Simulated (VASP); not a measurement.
# Ni (I4/mmm) in VASP: single point with PBEsol

Aim: the single point of Ni with PBEsol.

Program: VASP 6.6.1. These are calculated values, not measurements. Logs are shortened: lines on timing, memory, paths and dates and some standing lists are left out, and cuts for length are marked.

## 1. The cell of the first run

It takes space group I4/mmm (No. 139, tetragonal). Conventional cell: a = 3.106 Å, b = 3.106 Å, c = 2.196 Å, α = 90.00°, β = 90.00°, γ = 90.00°. Within 2.9 Å of Ni (site symmetry 4/mmm) lie 10 Ni at 2.20 to 2.46 Å.

## 2. Single point, PBEsol, collinear spin, ferromagnetic start

File INCAR:

```
SYSTEM = Ni
PREC = Accurate ; ENCUT = 520
EDIFF = 1E-6 ; ISMEAR = 0
SIGMA = 0.15 ; LREAL = .False.
LASPH = .True. ; NELM = 150
ALGO = Normal ; ISIF = 2
LWAVE = .False. ; LCHARG = .False.
ISPIN = 2 ; MAGMOM = 0.5
LORBIT = 11 ; LMAXMIX = 4
GGA = PS ; NBANDS = 15
```

File KPOINTS:

```
regular mesh
0
Gamma
  26 26 26
  0 0 0
```

File POSCAR:

```
Ni
1.0
   -1.5532462906      1.5532462906      1.0981451275
    1.5532462906     -1.5532462906      1.0981451275
    1.5532462906      1.5532462906     -1.0981451275
Ni
1
Direct
    0.0000000000      0.0000000000      0.0000000000
```

Potentials or basis: VASP PAW PBE potentials, release 64 (Ni).

The run is started by

```
$ cat potpaw_PBE.64/Ni/POTCAR > POTCAR
$ mpirun -np 1 vasp_std > vasp.out
```

OUTCAR:

```text
SYSTEM = Ni
   PREC = Accurate
   ENCUT = 520
   EDIFF = 1E-6
   ISMEAR = 0
   LREAL = .False.
   LASPH = .True.
   NELM = 150
   ISIF = 2
   ISPIN = 2
   LORBIT = 11
   GGA = PS

 ion  position               nearest neighbor table
   1  0.000  0.000  0.000-

  LATTYP: Found a body centered tetragonal cell.
 ALAT       =     3.1064925812
 C/A-ratio  =     0.7070000000

  Lattice vectors:

 A1 = (  -1.5532462906,   1.5532462906,   1.0981451275)
 A2 = (   1.5532462906,  -1.5532462906,   1.0981451275)
 A3 = (   1.5532462906,   1.5532462906,  -1.0981451275)

Analysis of symmetry for initial positions (statically):
=====================================================================
 Subroutine PRICEL returns:
 Original cell was already a primitive cell.

 Routine SETGRP: Setting up the symmetry group for a
 body centered tetragonal supercell.

 Subroutine GETGRP returns: Found 16 space group operations
 (whereof 16 operations were pure point group operations)
 out of a pool of 16 trial point group operations.

The static configuration has the point symmetry D_4h.

Analysis of symmetry for dynamics (positions and initial velocities):
=====================================================================
 Subroutine PRICEL returns:
 Original cell was already a primitive cell.

 Routine SETGRP: Setting up the symmetry group for a
 body centered tetragonal supercell.

 Subroutine GETGRP returns: Found 16 space group operations
 (whereof 16 operations were pure point group operations)
 out of a pool of 16 trial point group operations.

The dynamic configuration has the point symmetry D_4h.

Analysis of structural, dynamic, and magnetic symmetry:
=====================================================================
 Subroutine PRICEL returns:
 Original cell was already a primitive cell.

 Routine SETGRP: Setting up the symmetry group for a
 body centered tetragonal supercell.

 Subroutine GETGRP returns: Found 16 space group operations
 (whereof 16 operations were pure point group operations)
 out of a pool of 16 trial point group operations.

The overall configuration has the point symmetry D_4h.

 Subroutine INISYM returns: Found 16 space group operations
 (whereof 16 operations are pure point group operations),
 and found     1 'primitive' translations

----------------------------------------------------------------------------------------

                                     Primitive cell

  volume of cell :      10.5974

[... 127 lines left out ...]

 Free energy of the ion-electron system (eV)
  ---------------------------------------------------
  ext. energy  EPLUGINS =         0.00000000
  ---------------------------------------------------
  free energy    TOTEN  =        -5.84398914 eV

  energy without entropy =       -5.83047055  energy(sigma->0) =       -5.83722985

 E-fermi :   9.4894     XC(G=0): -13.5517

 val. band max:        9.4883708458   @ k =  -0.0385  -0.0769   0.0385
 cond. band min:       9.4895774533   @ k =  -0.4231   0.5000   0.2692
 fundamental gap:      0.0012066075
 Fermi energy:         9.4894137618

 spin component 1

 k-point     1 :       0.0000    0.0000    0.0000
  band No.  band energies     occupation
      1       0.3555      1.00000
      2       6.0689      1.00000
      3       6.4301      1.00000
      4       8.1205      1.00000
      5       8.1205      1.00000
      6       9.0835      0.99994
      7      30.7665      0.00000
      8      30.7665      0.00000
      9      35.4503      0.00000
     10      37.5957      0.00000
     11      44.5084      0.00000
     12      44.5084      0.00000
     13      44.8867      0.00000
     14      47.5953      0.00000
[... 403 lines left out ...]
      4       8.6106      1.00000
      5       9.0657      0.99997
      6      10.0110      0.00000
      7      20.6217      0.00000
      8      27.2388      0.00000
      9      27.8511      0.00000
     10      32.2879      0.00000
     11      35.4629      0.00000
     12      41.5458      0.00000
     13      48.9463      0.00000
     14      50.1716      0.00000
     15      54.4757      0.00000

 [... further k-points ...]

 spin component 2

 k-point     1 :       0.0000    0.0000    0.0000
  band No.  band energies     occupation
      1       0.3535      1.00000
      2       6.7569      1.00000
      3       7.0767      1.00000
      4       8.8089      1.00000
      5       8.8089      1.00000
      6       9.5550      0.26822
      7      30.7515      0.00000
      8      30.7515      0.00000
      9      35.6573      0.00000
     10      37.6867      0.00000
     11      44.5386      0.00000
     12      44.5386      0.00000
     13      44.8104      0.00000
     14      47.4842      0.00000
[... 403 lines left out ...]
      4       9.2359      0.99157
      5       9.7625      0.00501
      6      10.3579      0.00000
      7      20.8378      0.00000
      8      27.2671      0.00000
      9      27.9212      0.00000
     10      32.4415      0.00000
     11      35.5460      0.00000
     12      41.6082      0.00000
     13      49.0201      0.00000
     14      50.2259      0.00000
     15      55.3899      0.00000

 [... further k-points ...]

------------------------ aborting loop because EDIFF is reached ----------------------------------------

  FORCE on cell =-STRESS in cart. coord.  units (eV):
  Direction    XX          YY          ZZ          XY          YZ          ZX
  --------------------------------------------------------------------------------------
  -------------------------------------------------------------------------------------
  Total       -0.7742964     -0.7742964      3.1160929      0.0000000      0.0000000     -0.0000000
  in kB     -117.0623981   -117.0623981    471.1081281      0.0000000      0.0000000     -0.0000000
  external PRESSURE =      78.9944440 kB  Pullay stress =       0.0000000 kB

 VOLUME and BASIS-vectors are now :
 -----------------------------------------------------------------------------
  energy-cutoff  :      520.00
  volume of cell :       10.60
      direct lattice vectors                 reciprocal lattice vectors
    -1.553246291  1.553246291  1.098145128     0.000000000  0.321906450  0.455313225
     1.553246291 -1.553246291  1.098145128     0.321906450  0.000000000  0.455313225
     1.553246291  1.553246291 -1.098145128     0.321906450  0.321906450  0.000000000

 POSITION                                       TOTAL-FORCE (eV/Angst)
 -----------------------------------------------------------------------------------
      0.00000      0.00000      0.00000         0.000000      0.000000      0.000000
 -----------------------------------------------------------------------------------
    total drift:                                0.000000     -0.000000      0.000000

  FREE ENERGIE OF THE ION-ELECTRON SYSTEM (eV)
  ---------------------------------------------------
  free  energy   TOTEN  =        -5.8439891446 eV

  energy  without entropy=       -5.8304705550  energy(sigma->0) =       -5.83722985

 total charge

# of ion       s       p       d       tot
------------------------------------------
    1        0.538   0.538   8.367   9.443

 magnetization (x)

# of ion       s       p       d       tot
------------------------------------------
    1       -0.006  -0.022   0.622   0.594
```

stdout:

```text
POSCAR found type information on POSCAR Ni
 POSCAR found :  1 types and       1 ions
 scaLAPACK will be used
 -----------------------------------------------------------------------------
|                                                                             |
|                                                                             |
|     You enforced a specific xc type in the INCAR file but a different       |
|     I HOPE YOU KNOW WHAT YOU ARE DOING!                                     |
|                                                                             |
 -----------------------------------------------------------------------------

 LDA part: xc-table for (Slater+PW92), standard interpolation
 POSCAR, INCAR and KPOINTS ok, starting setup
 FFT: planning ... GRIDC
 FFT: planning ... GRID_SOFT
 FFT: planning ... GRID
 WAVECAR not read
 entering main loop
```

It took 9.4 min on 1 thread of Oxide Virtual Turin-like, shared host; peak memory 0.36 GiB.

What came out:

```yaml
Free_energy: -5.8440 eV
Pressure: 7.9 GPa
Net_moment: 0.59 μB per cell
Site_moments: Ni +0.59 μB
Valence_electrons_inside_the_program's_atomic_spheres: Ni 9.44
```

Caveat: the stress differs along the axes, from -12 to 47 GPa; the PAW data sets were made with another functional, which shifts forces and pressure a little.
